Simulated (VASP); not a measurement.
# BiAu (Fm-3m) in VASP: further runs

The runs below take BiAu through single point, with PBE, r2SCAN.

Program: VASP 6.6.1. These are calculated values, not measurements. Logs are shortened: lines on timing, memory, paths and dates and some standing lists are left out, and cuts for length are marked.

## 1. The cell of the first run

The structure is cubic, space group Fm-3m (No. 225). Conventional cell: a = 6.131 Å, b = 6.131 Å, c = 6.131 Å, α = 90.00°, β = 90.00°, γ = 90.00°. Au (site symmetry m-3m) has 6 Bi at 3.07 Å within 4.0 Å. Within 4.0 Å of Bi (site symmetry m-3m) lie 6 Au at 3.07 Å.

## 2. Single point, PBE (volume scaled by 1.100)

Input file INCAR:

```
SYSTEM = BiAu
  PREC = Accurate
  ENCUT = 520
  EDIFF = 1E-6
  ISMEAR = 0
  SIGMA = 0.05
  LREAL = .FALSE.
  LASPH = .TRUE.
  NELM = 60
  ALGO = Normal
  ISIF = 2
  LWAVE = .FALSE.
  LCHARG = .FALSE.
  GGA = PE
  NBANDS = 20
```

Input file KPOINTS:

```
Automatic mesh
0
G
  10 10 10
  0 0 0
```

Input file POSCAR:

```
BiAu
1.0
    0.0000000000      3.0656069417      3.0656069417
    3.0656069417      0.0000000000      3.0656069417
    3.0656069417      3.0656069417      0.0000000000
Au Bi
1 1
Direct
    0.5000000000      0.5000000000      0.5000000000
    0.0000000000      0.0000000000      0.0000000000
```

Potentials or basis: VASP PAW PBE potentials, release 64 (Au, Bi_d).

The run is started by

```
$ cat potpaw_PBE.64/Au/POTCAR potpaw_PBE.64/Bi_d/POTCAR > POTCAR
$ mpirun -np 1 vasp_std > vasp.out
```

OUTCAR:

```text
SYSTEM = BiAu
   PREC = Accurate
   ENCUT = 520
   EDIFF = 1E-6
   ISMEAR = 0
   LREAL = .FALSE.
   LASPH = .TRUE.
   NELM = 60
   ISIF = 2
   GGA = PE

 ion  position               nearest neighbor table
   1  0.500  0.500  0.500-   2 3.07   2 3.07   2 3.07   2 3.07   2 3.07   2 3.07
   2  0.000  0.000  0.000-   1 3.07   1 3.07   1 3.07   1 3.07   1 3.07   1 3.07

  LATTYP: Found a face centered cubic cell.
 ALAT       =     6.1312138834

  Lattice vectors:

 A1 = (   0.0000000000,   3.0656069417,   3.0656069417)
 A2 = (   3.0656069417,   0.0000000000,   3.0656069417)
 A3 = (   3.0656069417,   3.0656069417,   0.0000000000)

Analysis of symmetry for initial positions (statically):
=====================================================================
 Subroutine PRICEL returns:
 Original cell was already a primitive cell.

 Routine SETGRP: Setting up the symmetry group for a
 face centered cubic supercell.

 Subroutine GETGRP returns: Found 48 space group operations
 (whereof 48 operations were pure point group operations)
 out of a pool of 48 trial point group operations.

The static configuration has the point symmetry O_h .

Analysis of symmetry for dynamics (positions and initial velocities):
=====================================================================
 Subroutine PRICEL returns:
 Original cell was already a primitive cell.

 Routine SETGRP: Setting up the symmetry group for a
 face centered cubic supercell.

 Subroutine GETGRP returns: Found 48 space group operations
 (whereof 48 operations were pure point group operations)
 out of a pool of 48 trial point group operations.

The dynamic configuration has the point symmetry O_h .

 Subroutine INISYM returns: Found 48 space group operations
 (whereof 48 operations are pure point group operations),
 and found     1 'primitive' translations

----------------------------------------------------------------------------------------

                                     Primitive cell

  volume of cell :      57.6208

  direct lattice vectors                    reciprocal lattice vectors
     0.000000000  3.065606942  3.065606942    -0.163099839  0.163099839  0.163099839
     3.065606942  0.000000000  3.065606942     0.163099839 -0.163099839  0.163099839
     3.065606942  3.065606942  0.000000000     0.163099839  0.163099839 -0.163099839

  length of vectors
     4.335422914  4.335422914  4.335422914     0.282497209  0.282497209  0.282497209

  position of ions in fractional coordinates (direct lattice)
     0.500000000  0.500000000  0.500000000
     0.000000000  0.000000000  0.000000000

  ion indices of the primitive-cell ions
   primitive index   ion index
                 1           1
                 2           2

----------------------------------------------------------------------------------------

 KPOINTS: Automatic mesh

Automatic generation of k-mesh.
 Grid dimensions read from file:
 generate k-points for:   10   10   10

 Generating k-lattice:

  Cartesian coordinates                     Fractional coordinates (reciprocal lattice)
    -0.016309984  0.016309984  0.016309984     0.100000000  0.000000000  0.000000000
     0.016309984 -0.016309984  0.016309984     0.000000000  0.100000000  0.000000000
     0.016309984  0.016309984 -0.016309984     0.000000000  0.000000000  0.100000000

  Length of vectors
     0.028249721  0.028249721  0.028249721

  Shift w.r.t. Gamma in fractional coordinates (k-lattice)
     0.000000000  0.000000000  0.000000000

 Subroutine IBZKPT returns following result:
 ===========================================

 Found     47 irreducible k-points:

 Following reciprocal coordinates:
            Coordinates               Weight
  0.000000  0.000000  0.000000      1.000000
  0.100000  0.000000  0.000000      8.000000
  0.200000  0.000000  0.000000      8.000000
  0.300000  0.000000  0.000000      8.000000
  0.400000  0.000000  0.000000      8.000000
  0.500000  0.000000  0.000000      4.000000
[... 16 lines left out ...]
  0.300000  0.300000  0.000000      6.000000
  0.400000  0.300000  0.000000     24.000000
 [... further k-points ...]
   k-points           NKPTS =     47   k-points in BZ     NKDIM =     47   number of bands    NBANDS=     20
   number of dos      NEDOS =    301   number of ions     NIONS =      2
   total plane-waves  NPLWV =  32768
   dimension x,y,z NGX =    32 NGY =   32 NGZ =   32
   dimension x,y,z NGXF=    64 NGYF=   64 NGZF=   64
   ions per type =               1   1
   NGX,Y,Z   is equivalent  to a cutoff of  12.27, 12.27, 12.27 a.u.
   NGXF,Y,Z  is equivalent  to a cutoff of  24.54, 24.54, 24.54 a.u.
 SYSTEM =  BiAu
   PREC   = accura    normal or accurate (medium, high low for compatibility)
   ISTART =      0    job   : 0-new  1-cont  2-samecut
   ICHARG =      2    charge: 1-file 2-atom 10-const
   ISPIN  =      1    spin polarized calculation?
   LNONCOLLINEAR =      F non collinear calculations
   LSORBIT =      F    spin-orbit coupling
   LASPH  =      T    aspherical Exc in radial PAW
   ENCUT  =  520.0 eV  38.22 Ry    6.18 a.u.   8.06  8.06  8.06*2*pi/ulx,y,z
   NELM   =     60;   NELMIN=  2; NELMDL= -5     # of ELM steps
   EDIFF  = 0.1E-05   stopping-criterion for ELM
   LREAL  =      F    real-space projection
   EDIFFG = 0.1E-04   stopping-criterion for IOM
   NSW    =      0    number of steps for IOM
   IBRION =     -1    ionic relax: 0-MD 1-quasi-New 2-CG
   NFREE  =      0    steps in history (QN), initial steepest desc. (CG)
   ISIF   =      2    stress and relaxation
   ISYM   =      2    0-nonsym 1-usesym 2-fastsym
   POTIM  = 0.5000    time-step for ionic-motion
   TEBEG  =    0.0;   TEEND  =   0.0 temperature during run
   PSTRESS=    0.0 pullay stress
   NELECT =      26.0000    total number of electrons
   NUPDOWN=      -1.0000    fix difference up-down
   EMIN   =  10.00;   EMAX   =-10.00  energy-range for DOS
   EFERMI =   0.00;   METHOD = LEGACY
   ISMEAR =     0;   SIGMA  =   0.05  broadening in eV -4-tet -1-fermi 0-gaus
   EFERMI_NEDOS =   21; number of points for ismear=-14 and -15
   IALGO  =     38    algorithm
   IMIX   =      4    mixing-type and parameters
     AMIX     =   0.40;   BMIX     =  1.00
     AMIX_MAG =   1.60;   BMIX_MAG =  1.00
  volume/ion in A,a.u.               =      28.81       194.42
  Fermi-wavevector in a.u.,A,eV,Ry     =   1.255662  2.372857 21.452136  1.576687
  Thomas-Fermi vector in A             =   2.389408
   LORBIT       =      0    0 simple, 1 ext, 2 COOP (PROOUT), +10 PAW based schemes
   GGA     = PE    functional components
   LHFCALC =     F    Hartree Fock is set to
   AEXX    =    0.0000 exact exchange contribution
   IVDW    =     0    specifies the selected vdW correction
   LEPSILON=     F    determine dielectric tensor
   LRPA    =     F    only Hartree local field effects (RPA)
 non-spin polarized calculation
 Gauss-broadening in eV      SIGMA  =   0.05
  energy-cutoff  :      520.00
  volume of cell :       57.62
 maximum number of plane-waves:      1572
   NGX = 17   NGY = 17   NGZ = 17

 number of electron      25.9999992 magnetization

 Free energy of the ion-electron system (eV)
  ---------------------------------------------------
  ext. energy  EPLUGINS =         0.00000000
  ---------------------------------------------------
  free energy    TOTEN  =        -7.04304741 eV

  energy without entropy =       -7.04153830  energy(sigma->0) =       -7.04229286

 E-fermi :   6.1485     XC(G=0): -10.1493

 val. band max:        6.1269000062   @ k =   0.5000   0.2000   0.0000
 cond. band min:       6.1652687915   @ k =   0.5000   0.4000   0.0000
 fundamental gap:      0.0383687853
 Fermi energy:         6.1485395858

 k-point     1 :       0.0000    0.0000    0.0000
  band No.  band energies     occupation
      1     -16.7210      2.00000
      2     -16.7210      2.00000
      3     -16.7111      2.00000
      4     -16.7111      2.00000
      5     -16.7111      2.00000
      6      -5.6867      2.00000
[... 12 lines left out ...]
     19      14.5149      0.00000
     20      15.1538      0.00000

 k-point     2 :       0.1000    0.0000    0.0000
  band No.  band energies     occupation
      1     -16.7205      2.00000
      2     -16.7205      2.00000
      3     -16.7107      2.00000
      4     -16.7100      2.00000
      5     -16.7100      2.00000
      6      -5.5980      2.00000
[... 12 lines left out ...]
     19      14.0056      0.00000
     20      15.4030      0.00000

 k-point     3 :       0.2000    0.0000    0.0000
  band No.  band energies     occupation
      1     -16.7194      2.00000
      2     -16.7194      2.00000
      3     -16.7095      2.00000
      4     -16.7068      2.00000
      5     -16.7068      2.00000
      6      -5.3456      2.00000
[... 12 lines left out ...]
     19      13.9497      0.00000
     20      15.9050      0.00000

 k-point     4 :       0.3000    0.0000    0.0000
  band No.  band energies     occupation
      1     -16.7184      2.00000
      2     -16.7184      2.00000
      3     -16.7081      2.00000
      4     -16.7023      2.00000
      5     -16.7023      2.00000
      6      -4.9803      2.00000
[... 12 lines left out ...]
     19      14.6888      0.00000
     20      16.6704      0.00000

 k-point     5 :       0.4000    0.0000    0.0000
  band No.  band energies     occupation
      1     -16.7179      2.00000
      2     -16.7179      2.00000
      3     -16.7069      2.00000
      4     -16.6985      2.00000
      5     -16.6985      2.00000
      6      -4.6182      2.00000
[... 12 lines left out ...]
     19      16.1611      0.00000
     20      17.7069      0.00000
[... 353 lines left out ...]
      6      -4.5995      2.00000
[... 12 lines left out ...]
     19      16.2230      0.00000
     20      16.5789      0.00000

 k-point    22 :      -0.2000    0.2000    0.0000
  band No.  band energies     occupation
      1     -16.7199      2.00000
      2     -16.7159      2.00000
      3     -16.7075      2.00000
      4     -16.7038      2.00000
      5     -16.7007      2.00000
      6      -4.8921      2.00000
[... 12 lines left out ...]
     19      15.7021      0.00000
     20      16.2348      0.00000

 k-point    23 :       0.3000    0.3000    0.0000
  band No.  band energies     occupation
      1     -16.7223      2.00000
      2     -16.7157      2.00000
      3     -16.7154      2.00000
      4     -16.6979      2.00000
      5     -16.6979      2.00000
      6      -4.8795      2.00000
[... 12 lines left out ...]
     19      15.1693      0.00000
     20      18.6461      0.00000

 k-point    24 :       0.4000    0.3000    0.0000
  band No.  band energies     occupation
      1     -16.7238      2.00000
      2     -16.7154      2.00000
      3     -16.7143      2.00000
      4     -16.6957      2.00000
      5     -16.6952      2.00000
      6      -4.6810      2.00000
[... 12 lines left out ...]
     19      16.4440      0.00000
     20      18.7975      0.00000

 [... further k-points ...]
[... 5 lines left out ...]
  --------------------------------------------------------------------------------------
  -------------------------------------------------------------------------------------
  Total       -1.9346796     -1.9346796     -1.9346796      0.0000000     -0.0000000      0.0000000
  in kB      -53.7947903    -53.7947903    -53.7947903      0.0000000     -0.0000000      0.0000000
  external PRESSURE =     -53.7947903 kB  Pullay stress =       0.0000000 kB

 VOLUME and BASIS-vectors are now :
 -----------------------------------------------------------------------------
  energy-cutoff  :      520.00
  volume of cell :       57.62
      direct lattice vectors                 reciprocal lattice vectors
     0.000000000  3.065606942  3.065606942    -0.163099839  0.163099839  0.163099839
     3.065606942  0.000000000  3.065606942     0.163099839 -0.163099839  0.163099839
     3.065606942  3.065606942  0.000000000     0.163099839  0.163099839 -0.163099839

 POSITION                                       TOTAL-FORCE (eV/Angst)
 -----------------------------------------------------------------------------------
      3.06561      3.06561      3.06561         0.000000      0.000000      0.000000
      0.00000      0.00000      0.00000        -0.000000     -0.000000     -0.000000
 -----------------------------------------------------------------------------------
    total drift:                                0.000000     -0.000000     -0.000000

  FREE ENERGIE OF THE ION-ELECTRON SYSTEM (eV)
  ---------------------------------------------------
  free  energy   TOTEN  =        -7.0430474100 eV

  energy  without entropy=       -7.0415383046  energy(sigma->0) =       -7.04229286
```

Run time: 26 s. Hardware: 1 thread of Intel Xeon Platinum 8375C at 2.90GHz (Ice Lake), shared host; peak memory 0.18 GiB.

What came out:

```
Free energy            : -7.0430 eV
Pressure               : -5.4 GPa
Band gap on the k mesh : zero (band 13 reaches 8.65 eV, above the bottom of band 14 at 4.38 eV)
```

Levels at points of the mesh, in eV from the Fermi level:
```
           k point  band 9  band 10  band 11  band 12  band 13  band 14  band 15  band 16  band 17  band 18
(0.00, 0.00, 0.00)   -3.87    -3.87    -3.87     0.18     0.93     0.93     0.93     7.71     8.37     8.37
(0.50, 0.00, 0.00)   -4.58    -3.62    -3.62    -3.26     2.50     2.50     3.17     4.99     4.99     5.49
(0.50, 0.50, 0.00)   -3.49    -3.49    -3.48    -3.04    -1.37    -1.10    -1.10     5.85    10.51    10.51
```

Caveat: the cell differs from its parent crystal (volume scaled by 1.100); spin-orbit coupling is left out, which moves the levels of the heavy elements.

## 3. Single point, r2SCAN

This run uses another cell than the first one, of 26.19 Å³/atom, 0.909 times its volume.

Input file POSCAR:

```
BiAu
1.0
    0.0000000000      2.9697432856      2.9697432856
    2.9697432856      0.0000000000      2.9697432856
    2.9697432856      2.9697432856      0.0000000000
Au Bi
1 1
Direct
    0.5000000000      0.5000000000      0.5000000000
    0.0000000000      0.0000000000      0.0000000000
```

Input file INCAR.step1:

```
SYSTEM = BiAu
  PREC = Accurate
  ENCUT = 520
  ISMEAR = 0
  SIGMA = 0.05
  LREAL = .False.
  LASPH = .True.
  NELM = 100
  NBANDS = 20
  GGA = PE
  ALGO = Normal
  EDIFF = 1E-4
  LWAVE = .True.
  LCHARG = .False.
```

Input file INCAR.step2:

```
SYSTEM = BiAu
  PREC = Accurate
  ENCUT = 520
  EDIFF = 1E-6
  ISMEAR = 0
  SIGMA = 0.05
  LREAL = .False.
  LASPH = .True.
  NELM = 100
  ALGO = Normal
  ISIF = 2
  LWAVE = .False.
  LCHARG = .False.
  METAGGA = R2SCAN
  LMIXTAU = .True.
  NBANDS = 20
  ISTART = 1
```

Input file KPOINTS:

```
Automatic mesh
0
Gamma
  10 10 10
  0 0 0
```

Potentials or basis: VASP PAW PBE potentials, release 64 (Au, Bi_d).

The run is started by

```
$ cat potpaw_PBE.64/Au/POTCAR potpaw_PBE.64/Bi_d/POTCAR > POTCAR
$ cp INCAR.step1 INCAR
$ mpirun -np 1 vasp_std > vasp.out
$ cp INCAR.step2 INCAR
$ mpirun -np 1 vasp_std > vasp.out
```

Wall time 88 s (1 thread of Intel Xeon Platinum 8375C at 2.90GHz (Ice Lake), shared host); peak memory 0.19 GiB.

Results (log left out):

```yaml
Free_energy: -109.0423 eV
Pressure: -2.2 GPa
Band_gap_on_the_k_mesh: zero (band 13 reaches 10.19 eV, above the bottom of band 14 at 5.08 eV)
```

Levels at points of the mesh, in eV from the Fermi level:
| k point | band 10 | band 11 | band 12 | band 13 | band 14 | band 15 | band 16 | band 17 |
| --- | --- | --- | --- | --- | --- | --- | --- | --- |
| (0.00, 0.00, 0.00) | -4.50 | -4.50 | 0.96 | 0.96 | 0.96 | 0.97 | 8.07 | 9.04 |
| (0.50, 0.00, 0.00) | -4.24 | -4.24 | -3.80 | 2.95 | 2.95 | 3.60 | 5.29 | 5.29 |
| (0.50, 0.50, 0.00) | -4.08 | -4.08 | -3.37 | -1.43 | -1.43 | -1.37 | 6.38 | 11.71 |

Caveat: the PAW data sets were made with another functional, which shifts forces and pressure a little; spin-orbit coupling is left out, which moves the levels of the heavy elements.
